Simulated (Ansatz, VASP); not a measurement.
## One calculation of Ca2BPb, two programs

```
CELL_PARAMETERS angstrom
4.03196 0.00000 0.00000
-2.01598 3.49178 0.00000
0.00000 0.00000 8.22310
ATOMIC_POSITIONS crystal
Ca 0.33333 0.66667 0.71941
Ca 0.33333 0.66667 0.28059
B 0.66667 0.33333 0.00000
Pb 0.00000 0.00000 0.00000
```

Alike in both runs: functional PBE; k mesh 6 × 6 × 4; occupations gaussian, width 0.1 eV; no spin polarisation.

Ansatz relaxed the structure, and its values are those at the end. VASP's run is a single point on that final structure, the one shown.

|  | VASP | Ansatz |
| --- | --- | --- |
| version | VASP 6.6.1 | Ansatz 0.2.0 |
| potentials or method | VASP PAW PBE potentials, release 64 (Ca_sv, B, Pb_d), cutoff 520 eV | scalar-relativistic, plane waves, PAW |
| valence electrons in the cell | 37 | 37 |

|  | VASP | Ansatz | Ansatz less VASP |
| --- | --- | --- | --- |
| gap on the k mesh at the Fermi level (eV) | none | none | - |
| pressure (GPa) | 0.0 | 0.0 | -0.01 |
| rms of the force components (eV/Å) | 0.004 | 0.001 | -0.0032 |

A gap of «none» marks a metal or a gap that the smearing closes. With one functional, cell and mesh, what is left measures potentials, basis and numerics.

Neither program's run includes spin-orbit coupling.
